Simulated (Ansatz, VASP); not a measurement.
# BaTiO3: VASP beside Ansatz

```
Ba Ti O
1.0
     4.00957    0.00000    0.00000
     0.00000    3.95983    0.00000
     0.00000    0.00000    3.95983
Ba Ti O
1 1 3
Direct
  0.50000 0.50000 0.50000
  0.00000 0.00000 0.00000
  0.50000 0.00000 0.00000
  0.00000 0.50000 0.00000
  0.00000 0.00000 0.50000
```

Alike in both runs: task single point; functional PBEsol; k mesh 8 × 8 × 8; occupations gaussian, width 0.02 eV; no spin polarisation.

|  | VASP | Ansatz |
| --- | --- | --- |
| version | VASP 6.6.1 | Ansatz 0.2.0 |
| potentials or method | VASP PAW PBE potentials, release 64 (Ba_sv, Ti_sv, O), cutoff 520 eV | scalar-relativistic, plane waves, PAW |
| valence electrons in the cell | 40 | 40 |

```tsv
	VASP	Ansatz	Ansatz less VASP
gap on the k mesh at the Fermi level (eV)	1.71	1.78	+0.068
least direct gap on the mesh (eV)	1.85	1.88	+0.028
pressure (GPa)	1.1	-0.8	-1.96
traceless stress, the component that is largest in VASP (GPa)	-1.72	-1.67	+0.054
```

VASP's potentials were made for PBE, not for PBEsol.

Neither program's run includes spin-orbit coupling.
